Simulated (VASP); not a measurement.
# P (Cmce) in VASP: a series of runs

The runs below take P through single point, with PBE+D3(BJ).

Everything below comes from runs of VASP 6.6.1. Logs are shortened: lines on timing, memory, paths and dates and some standing lists are left out, and cuts for length are marked.

## 1. The cell of the first run

The structure is orthorhombic, space group Cmce (No. 64). The conventional cell has a = 3.323 Å, b = 10.192 Å, c = 4.167 Å, α = 90.00°, β = 90.00°, γ = 90.00°. Within 2.9 Å of P (site symmetry m) lie 3 P at 2.23 to 2.25 Å.

## 2. Single point, PBE+D3(BJ)

INCAR reads:

```
SYSTEM = P
ALGO = Normal
EDIFF = 1E-6
ENCUT = 520
GGA = PE
ISIF = 2
ISMEAR = 0
IVDW = 12
LASPH = .True.
LCHARG = .True.
LELF = .True.
LREAL = .False.
LVHAR = .True.
LWAVE = .False.
NBANDS = 30
NELM = 80
PREC = Accurate
SIGMA = 0.1
```

KPOINTS reads:

```
k-points
0
Gamma
  5 5 5
  0 0 0
```

POSCAR reads:

```
P
1.0
   -3.3225243231      0.0000000000      4.1668618004
   -3.3225243231      0.0000000000     -4.1668618004
    1.6612621615     -5.0957604091      0.0000000000
P
8
Direct
    0.5172387741      0.5891415705      0.2127606892
    0.0172387741      0.0891415705      0.2127606892
    0.5891415705      0.0172387741      0.2127606892
    0.0891415705      0.5172387741      0.2127606892
    0.4827612259      0.4108584295      0.7872393108
    0.9827612259      0.9108584295      0.7872393108
    0.4108584295      0.9827612259      0.7872393108
    0.9108584295      0.4827612259      0.7872393108
```

Potentials or basis: VASP PAW PBE potentials, release 64 (P).

Launch:

```sh
> cat potpaw_PBE.64/P/POTCAR > POTCAR
> mpirun -np 1 vasp_std > vasp.out
```

OUTCAR:

```text
SYSTEM = P
   EDIFF = 1E-6
   ENCUT = 520
   GGA = PE
   ISIF = 2
   ISMEAR = 0
   IVDW = 12
   LASPH = .True.
   LREAL = .False.
   NELM = 80
   PREC = Accurate
 IVDW          = 12

 ion  position               nearest neighbor table
   1  0.517  0.589  0.213-   3 2.23   4 2.23   5 2.25
   2  0.017  0.089  0.213-   3 2.23   4 2.23   6 2.25
   3  0.589  0.017  0.213-   1 2.23   2 2.23   7 2.25
   4  0.089  0.517  0.213-   1 2.23   2 2.23   8 2.25
   5  0.483  0.411  0.787-   7 2.23   8 2.23   1 2.25
   6  0.983  0.911  0.787-   7 2.23   8 2.23   2 2.25
   7  0.411  0.983  0.787-   5 2.23   6 2.23   3 2.25
   8  0.911  0.483  0.787-   5 2.23   6 2.23   4 2.25

  LATTYP: Found a base centered monoclinic cell.
 ALAT       =     6.6450486462
 B/A-ratio  =     1.2541252961
 C/A-ratio  =     0.8065730240
 COS(beta)  =    -0.3099533366

  Lattice vectors:

 A1 = (  -3.3225243231,   0.0000000000,   4.1668618004)
 A2 = (  -3.3225243231,   0.0000000000,  -4.1668618004)
 A3 = (   1.6612621615,  -5.0957604091,   0.0000000000)

Analysis of symmetry for initial positions (statically):
=====================================================================
 Subroutine PRICEL returns following result:

  LATTYP: Found a base centered orthorhombic cell.
 ALAT       =     3.3225243231
 B/A-ratio  =     3.0674029223
 C/A-ratio  =     1.2541252961

  Lattice vectors:

 A1 = (   1.6612621616,   5.0957604091,   0.0000000000)
 A2 = (   1.6612621615,  -5.0957604091,   0.0000000000)
 A3 = (  -0.0000000000,   0.0000000000,  -4.1668618004)

   2 primitive cells build up your supercell.

 Routine SETGRP: Setting up the symmetry group for a
 base centered monoclinic supercell.

 Subroutine GETGRP returns: Found  4 space group operations
 (whereof  2 operations were pure point group operations)
 out of a pool of  4 trial point group operations.

The static configuration has the point symmetry S_2 .
 The point group associated with its full space group is C_2h.

Analysis of symmetry for dynamics (positions and initial velocities):
=====================================================================
[... 126 lines left out ...]
   NELM   =     80;   NELMIN=  2; NELMDL= -5     # of ELM steps
   EDIFF  = 0.1E-05   stopping-criterion for ELM
   LREAL  =      F    real-space projection
   EDIFFG = 0.1E-04   stopping-criterion for IOM
   NSW    =      0    number of steps for IOM
   IBRION =     -1    ionic relax: 0-MD 1-quasi-New 2-CG
   NFREE  =      0    steps in history (QN), initial steepest desc. (CG)
   ISIF   =      2    stress and relaxation
   ISYM   =      2    0-nonsym 1-usesym 2-fastsym
   POTIM  = 0.5000    time-step for ionic-motion
   TEBEG  =    0.0;   TEEND  =   0.0 temperature during run
   PSTRESS=    0.0 pullay stress
   NELECT =      40.0000    total number of electrons
   NUPDOWN=      -1.0000    fix difference up-down
   EMIN   =  10.00;   EMAX   =-10.00  energy-range for DOS
   EFERMI =   0.00;   METHOD = LEGACY
   ISMEAR =     0;   SIGMA  =   0.10  broadening in eV -4-tet -1-fermi 0-gaus
   EFERMI_NEDOS =   21; number of points for ismear=-14 and -15
   IALGO  =     38    algorithm
   IMIX   =      4    mixing-type and parameters
     AMIX     =   0.40;   BMIX     =  1.00
     AMIX_MAG =   1.60;   BMIX_MAG =  1.00
  volume/ion in A,a.u.               =      17.64       119.02
  Fermi-wavevector in a.u.,A,eV,Ry     =   1.075448  2.032302 15.736340  1.156588
  Thomas-Fermi vector in A             =   2.211305
   LORBIT       =      0    0 simple, 1 ext, 2 COOP (PROOUT), +10 PAW based schemes
   GGA     = PE    functional components
   LHFCALC =     F    Hartree Fock is set to
   AEXX    =    0.0000 exact exchange contribution
   IVDW    =    12    specifies the selected vdW correction
   LEPSILON=     F    determine dielectric tensor
   LRPA    =     F    only Hartree local field effects (RPA)
 non-spin polarized calculation
 Gauss-broadening in eV      SIGMA  =   0.10
  energy-cutoff  :      520.00
  volume of cell :      141.10
 maximum number of plane-waves:      3824
   NGX = 19   NGY = 19   NGZ = 19

 number of electron      39.9999999 magnetization

 Free energy of the ion-electron system (eV)
  ---------------------------------------------------
  ext. energy  EPLUGINS =         0.00000000
  ---------------------------------------------------
  free energy    TOTEN  =       -42.74089585 eV

  energy without entropy =      -42.73821229  energy(sigma->0) =      -42.73955407

 E-fermi :   7.4912     XC(G=0): -10.2638

 val. band max:        7.4882551906   @ k =   0.2000   0.2000   0.4000
 cond. band min:       7.5643702261   @ k =   0.0000   0.0000   0.4000
 fundamental gap:      0.0761150356
 Fermi energy:         7.4911634009

 k-point     1 :       0.0000    0.0000    0.0000
  band No.  band energies     occupation
      1      -8.5951      2.00000
      2      -5.2438      2.00000
      3      -4.9790      2.00000
      4      -4.9790      2.00000
      5      -2.8966      2.00000
      6      -2.8966      2.00000
[... 781 lines left out ...]
     29      11.2143      0.00000
     30      11.8639      0.00000

 [... further k-points ...]

------------------------ aborting loop because EDIFF is reached ----------------------------------------

 Edisp (eV)   -3.18377

 E8    (eV) :    -1.2056

  FORCE on cell =-STRESS in cart. coord.  units (eV):
  Direction    XX          YY          ZZ          XY          YZ          ZX
  --------------------------------------------------------------------------------------
  -------------------------------------------------------------------------------------
  Total      -0.24779    -0.29681    -0.39915    -0.03566     0.00000     0.00000
  in kB      -2.81367    -3.37033    -4.53246    -0.40492     0.00000     0.00000
  external pressure =       -3.57 kB  Pullay stress =        0.00 kB

 VOLUME and BASIS-vectors are now :
 -----------------------------------------------------------------------------
  energy-cutoff  :      520.00
  volume of cell :      141.10
      direct lattice vectors                 reciprocal lattice vectors
    -3.322524323  0.000000000  4.166861800    -0.150487988 -0.049060391  0.119994380
    -3.322524323  0.000000000 -4.166861800    -0.150487988 -0.049060391 -0.119994380
     1.661262162 -5.095760409  0.000000000     0.000000000 -0.196241565  0.000000000

 POSITION                                       TOTAL-FORCE (eV/Angst)
 -----------------------------------------------------------------------------------
     -3.32252     -1.08418     -0.29961        -0.000795      0.041899     -0.067046
     -0.00000     -1.08418     -0.29961        -0.000795      0.041899     -0.067046
     -1.66126     -1.08418      2.38304        -0.000795      0.041899      0.067046
     -1.66126     -1.08418     -1.78382        -0.000795      0.041899      0.067046
     -1.66126     -4.01158      0.29961         0.000795     -0.041899      0.067046
     -4.98379     -4.01158      0.29961         0.000795     -0.041899      0.067046
     -3.32252     -4.01158     -2.38304         0.000795     -0.041899     -0.067046
     -3.32252     -4.01158      1.78382         0.000795     -0.041899     -0.067046
 -----------------------------------------------------------------------------------
    total drift:                               -0.000000     -0.000000     -0.000000

  FREE ENERGIE OF THE ION-ELECTRON SYSTEM (eV)
  ---------------------------------------------------
  free  energy   TOTEN  =       -45.9246699975 eV

  energy  without entropy=      -45.9219864462  energy(sigma->0) =      -45.92332822
```

OSZICAR:

```text
N       E                     dE             d eps       ncg     rms          rms(c)
DAV:   1     0.132232192108E+03    0.13223E+03   -0.16835E+04  2340   0.115E+03
DAV:   2    -0.330671282261E+02   -0.16530E+03   -0.15904E+03  2926   0.183E+02
DAV:   3    -0.428464420437E+02   -0.97793E+01   -0.96388E+01  3052   0.431E+01
DAV:   4    -0.430114201186E+02   -0.16498E+00   -0.16436E+00  3108   0.636E+00
DAV:   5    -0.430142663870E+02   -0.28463E-02   -0.28451E-02  3038   0.821E-01    0.146E+01
DAV:   6    -0.428207724993E+02    0.19349E+00   -0.11370E-01  2884   0.148E+00    0.866E+00
DAV:   7    -0.427410160459E+02    0.79756E-01   -0.20233E-01  2956   0.199E+00    0.395E-01
DAV:   8    -0.427407343499E+02    0.28170E-03   -0.26441E-02  2776   0.735E-01    0.246E-01
DAV:   9    -0.427408574827E+02   -0.12313E-03   -0.10047E-03  3086   0.156E-01    0.125E-01
DAV:  10    -0.427408778134E+02   -0.20331E-04   -0.20756E-04  2930   0.628E-02    0.578E-02
DAV:  11    -0.427408952408E+02   -0.17427E-04   -0.37814E-05  2826   0.341E-02    0.176E-02
DAV:  12    -0.427408958454E+02   -0.60460E-06   -0.17165E-06  2196   0.702E-03
   1 F= -.45924670E+02 E0= -.45923328E+02  d E =-.268355E-02
```

stdout:

```text
POSCAR found type information on POSCAR P
 POSCAR found :  1 types and       8 ions
 scaLAPACK will be used
 LDA part: xc-table for (Slater+PW92), standard interpolation
 POSCAR, INCAR and KPOINTS ok, starting setup
 FFT: planning ... GRIDC
 FFT: planning ... GRID_SOFT
 FFT: planning ... GRID
 WAVECAR not read
 entering main loop
```

It took 3.3 min on 1 thread of Intel Xeon 8259CL, shared host; peak memory 0.3 GiB.

Results:

| Property | Result |
| --- | --- |
| Free energy | -45.9247 eV |
| Pressure | -0.4 GPa |
| Largest force | 0.079 eV/Å |
| Band gap on the k mesh | zero (bands 20 and 21 overlap by 0.08 eV) |
| Dispersion energy per atom | -0.398 eV |

Forces on the atoms (eV/Å):
```
P   -0.001  0.042 -0.067
P   -0.001  0.042 -0.067
P   -0.001  0.042  0.067
P   -0.001  0.042  0.067
P    0.001 -0.042  0.067
P    0.001 -0.042  0.067
P    0.001 -0.042 -0.067
P    0.001 -0.042 -0.067
```

## 3. Single point, PBE+D3(BJ)

This run uses another cell than the first one: it holds 16 atoms, not 8.

INCAR reads:

```
ALGO = Normal ; EDIFF = 1E-7
ENCUT = 520 ; GGA = PE
ISIF = 2 ; ISMEAR = 0
IVDW = 12 ; LASPH = True
LCHARG = False ; LREAL = Auto
LWAVE = False ; NBANDS = 54
NELM = 80 ; PREC = Accurate
SIGMA = 0.1
```

KPOINTS reads:

```
Automatic mesh
0
Gamma
  4 4 4
  0.5 0.5 0.5
```

POSCAR reads:

```
P
1.0
    1.6612621559     -5.0957604361     -4.1668617613
    1.6612621559     -5.0957604361      4.1668617613
   -4.9837864676     -5.0957604361      0.0000000000
P
16
Direct
    0.6157366557      0.5438338617      0.0531901725
    0.3657366557      0.2938338617      0.5531901725
    0.1157366557      0.0438338617      0.0531901725
    0.8657366557      0.7938338617      0.5531901725
    0.1688338617      0.7407366557      0.3031901725
    0.9188338617      0.4907366557      0.8031901725
    0.6688338617      0.2407366557      0.3031901725
    0.4188338617      0.9907366557      0.8031901725
    0.6342633443      0.7061661383      0.4468098275
    0.3842633443      0.4561661383      0.9468098275
    0.1342633443      0.2061661383      0.4468098275
    0.8842633443      0.9561661383      0.9468098275
    0.0811661383      0.5092633443      0.1968098275
    0.8311661383      0.2592633443      0.6968098275
    0.5811661383      0.0092633443      0.1968098275
    0.3311661383      0.7592633443      0.6968098275
```

Potentials or basis: VASP PAW PBE potentials, release 64 (P).

Launch:

```sh
> cat potpaw_PBE.64/P/POTCAR > POTCAR
> mpirun -np 1 vasp_std > vasp.out
```

OUTCAR:

```text
EDIFF = 1E-7
   ENCUT = 520
   GGA = PE
   ISIF = 2
   ISMEAR = 0
   IVDW = 12
   LASPH = True
   LREAL = Auto
   NELM = 80
   PREC = Accurate
 IVDW          = 12

 ion  position               nearest neighbor table
   1  0.616  0.544  0.053-   6 2.23   7 2.23  10 2.25
   2  0.366  0.294  0.553-   7 2.23   8 2.23  11 2.25
   3  0.116  0.044  0.053-   5 2.23   8 2.23  12 2.25
   4  0.866  0.794  0.553-   5 2.23   6 2.23   9 2.25
   5  0.169  0.741  0.303-   3 2.23   4 2.23  13 2.25
   6  0.919  0.491  0.803-   1 2.23   4 2.23  14 2.25
[... 8 lines left out ...]
  15  0.581  0.009  0.197-   9 2.23  12 2.23   7 2.25
  16  0.331  0.759  0.697-   9 2.23  10 2.23   8 2.25

  LATTYP: Found a base centered monoclinic cell.
 ALAT       =    10.7194340098
 B/A-ratio  =     0.7774406293
 C/A-ratio  =     0.6649376954
 COS(beta)  =    -0.4629875301

  Lattice vectors:

 A1 = (  -1.6612621559,   5.0957604361,   4.1668617613)
 A2 = (  -1.6612621559,   5.0957604361,  -4.1668617613)
 A3 = (  -4.9837864676,  -5.0957604361,   0.0000000000)

Analysis of symmetry for initial positions (statically):
=====================================================================
 Subroutine PRICEL returns following result:

  LATTYP: Found a base centered orthorhombic cell.
 ALAT       =     3.3225243118
 B/A-ratio  =     3.0674029491
 C/A-ratio  =     1.2541252886

  Lattice vectors:

 A1 = (   1.6612621558,   5.0957604361,   0.0000000000)
 A2 = (   1.6612621559,  -5.0957604361,   0.0000000000)
 A3 = (   0.0000000000,   0.0000000000,  -4.1668617613)

   4 primitive cells build up your supercell.

[... 150 lines left out ...]
   EFERMI_NEDOS =   21; number of points for ismear=-14 and -15
   IALGO  =     38    algorithm
   IMIX   =      4    mixing-type and parameters
     AMIX     =   0.40;   BMIX     =  1.00
     AMIX_MAG =   1.60;   BMIX_MAG =  1.00
  volume/ion in A,a.u.               =      17.64       119.02
  Fermi-wavevector in a.u.,A,eV,Ry     =   1.075448  2.032302 15.736340  1.156588
  Thomas-Fermi vector in A             =   2.211305
   LORBIT       =      0    0 simple, 1 ext, 2 COOP (PROOUT), +10 PAW based schemes
   GGA     = PE    functional components
   LHFCALC =     F    Hartree Fock is set to
   AEXX    =    0.0000 exact exchange contribution
   IVDW    =    12    specifies the selected vdW correction
   LEPSILON=     F    determine dielectric tensor
   LRPA    =     F    only Hartree local field effects (RPA)
 non-spin polarized calculation
 Gauss-broadening in eV      SIGMA  =   0.10
  energy-cutoff  :      520.00
  volume of cell :      282.19
 maximum number of plane-waves:      7622
 NGX is ok and might be reduce to    50

 number of electron      79.9999999 magnetization

 Free energy of the ion-electron system (eV)
  ---------------------------------------------------
  ext. energy  EPLUGINS =         0.00000000
  ---------------------------------------------------
  free energy    TOTEN  =       -85.51526949 eV

  energy without entropy =      -85.50989062  energy(sigma->0) =      -85.51258006

 E-fermi :   7.4560     XC(G=0): -10.2647

 val. band max:        7.4458956904   @ k =  -0.3750  -0.3750   0.3750
 cond. band min:       7.5698525324   @ k =   0.3750   0.3750   0.1250
 fundamental gap:      0.1239568420
 Fermi energy:         7.4559642884

 k-point     1 :       0.1250    0.1250    0.1250
  band No.  band energies     occupation
      1      -8.5547      2.00000
      2      -6.2779      2.00000
      3      -6.2779      2.00000
      4      -6.1886      2.00000
      5      -6.1886      2.00000
      6      -5.6790      2.00000
[... 1089 lines left out ...]
     51      10.0987      0.00000
     52      10.0988      0.00000
 [bands above 52 left out]

------------------------ aborting loop because EDIFF is reached ----------------------------------------

 Edisp (eV)   -6.36755

 E8    (eV) :    -2.4112

  FORCE on cell =-STRESS in cart. coord.  units (eV):
  Direction    XX          YY          ZZ          XY          YZ          ZX
  --------------------------------------------------------------------------------------
  -------------------------------------------------------------------------------------
  Total      -0.80368    -0.74049    -0.64103    -0.08801     0.00000     0.00000
  in kB      -4.56295    -4.20420    -3.63953    -0.49966     0.00000     0.00000
  external pressure =       -4.14 kB  Pullay stress =        0.00 kB

 VOLUME and BASIS-vectors are now :
 -----------------------------------------------------------------------------
  energy-cutoff  :      520.00
  volume of cell :      282.19
      direct lattice vectors                 reciprocal lattice vectors
     1.661262156 -5.095760436 -4.166861761     0.075243994 -0.073590587 -0.119994382
     1.661262156 -5.095760436  4.166861761     0.075243994 -0.073590587  0.119994382
    -4.983786468 -5.095760436  0.000000000    -0.150487988 -0.049060391  0.000000000

 POSITION                                       TOTAL-FORCE (eV/Angst)
 -----------------------------------------------------------------------------------
      1.66126     -6.17994     -0.29961         0.003025      0.032481     -0.035873
     -1.66126     -6.17994     -0.29961         0.003025      0.032481     -0.035873
     -0.00000     -1.08418     -0.29961         0.003025      0.032481     -0.035873
     -0.00000    -11.27570     -0.29961         0.003025      0.032481     -0.035873
     -0.00000     -6.17994      2.38304         0.003025      0.032481      0.035873
     -1.66126    -11.27570     -1.78382         0.003025      0.032481      0.035873
[... 8 lines left out ...]
      0.00000     -4.01158     -2.38304        -0.003025     -0.032481     -0.035873
     -1.66126     -9.10734      1.78382        -0.003025     -0.032481     -0.035873
 -----------------------------------------------------------------------------------
    total drift:                               -0.000000     -0.000000      0.000000

  FREE ENERGIE OF THE ION-ELECTRON SYSTEM (eV)
  ---------------------------------------------------
  free  energy   TOTEN  =       -91.8828178492 eV

  energy  without entropy=      -91.8774389752  energy(sigma->0) =      -91.88012841
```

OSZICAR:

```text
N       E                     dE             d eps       ncg     rms          rms(c)
DAV:   1     0.303429658708E+03    0.30343E+03   -0.33727E+04  2160   0.129E+03
DAV:   2    -0.587455891745E+02   -0.36218E+03   -0.34234E+03  2618   0.205E+02
DAV:   3    -0.853588082223E+02   -0.26613E+02   -0.25940E+02  2712   0.528E+01
DAV:   4    -0.860340241731E+02   -0.67522E+00   -0.66801E+00  2744   0.932E+00
DAV:   5    -0.860571602932E+02   -0.23136E-01   -0.23099E-01  2732   0.154E+00    0.207E+01
DAV:   6    -0.856734472007E+02    0.38371E+00   -0.23936E-01  2656   0.165E+00    0.122E+01
DAV:   7    -0.855156477080E+02    0.15780E+00   -0.42730E-01  2594   0.220E+00    0.538E-01
DAV:   8    -0.855149957678E+02    0.65194E-03   -0.55358E-02  2546   0.818E-01    0.367E-01
DAV:   9    -0.855152375861E+02   -0.24182E-03   -0.19897E-03  2722   0.166E-01    0.184E-01
DAV:  10    -0.855152365116E+02    0.10745E-05   -0.77640E-04  2632   0.920E-02    0.935E-02
DAV:  11    -0.855152686245E+02   -0.32113E-04   -0.12552E-04  2570   0.458E-02    0.363E-02
DAV:  12    -0.855152691779E+02   -0.55337E-06   -0.56698E-06  2852   0.898E-03    0.181E-02
DAV:  13    -0.855152690927E+02    0.85149E-07   -0.27061E-06  2506   0.673E-03    0.484E-03
DAV:  14    -0.855152693503E+02   -0.25755E-06   -0.23244E-07  1788   0.178E-03    0.261E-03
DAV:  15    -0.855152694815E+02   -0.13125E-06   -0.63335E-08  1472   0.908E-04    0.800E-04
DAV:  16    -0.855152694947E+02   -0.13182E-07   -0.10161E-08  1440   0.431E-04
   1 F= -.91882818E+02 E0= -.91880128E+02  d E =-.537887E-02
```

stdout:

```text
POSCAR found type information on POSCAR P
 POSCAR found :  1 types and      16 ions
 scaLAPACK will be used
 LDA part: xc-table for (Slater+PW92), standard interpolation
 POSCAR, INCAR and KPOINTS ok, starting setup
 FFT: planning ... GRIDC
 FFT: planning ... GRID_SOFT
 FFT: planning ... GRID
 WAVECAR not read
 entering main loop
```

Wall time 4.1 min (1 thread of Intel Xeon 6975P-C (Granite Rapids), shared host); peak memory 0.44 GiB.

What came out:

| Quantity | Value |
| --- | --- |
| Free energy | -91.8828 eV |
| Pressure | -0.4 GPa |
| Largest force | 0.048 eV/Å |
| Band gap on the k mesh | zero (bands 40 and 41 overlap by 0.24 eV) |
| Dispersion energy per atom | -0.398 eV |

Forces on the atoms (eV/Å):
```
P    0.003  0.032 -0.036
P    0.003  0.032 -0.036
P    0.003  0.032 -0.036
P    0.003  0.032 -0.036
P    0.003  0.032  0.036
P    0.003  0.032  0.036
P    0.003  0.032  0.036
P    0.003  0.032  0.036
P   -0.003 -0.032  0.036
P   -0.003 -0.032  0.036
P   -0.003 -0.032  0.036
P   -0.003 -0.032  0.036
P   -0.003 -0.032 -0.036
P   -0.003 -0.032 -0.036
P   -0.003 -0.032 -0.036
P   -0.003 -0.032 -0.036
```

(Part 1 of 2 ends here.)
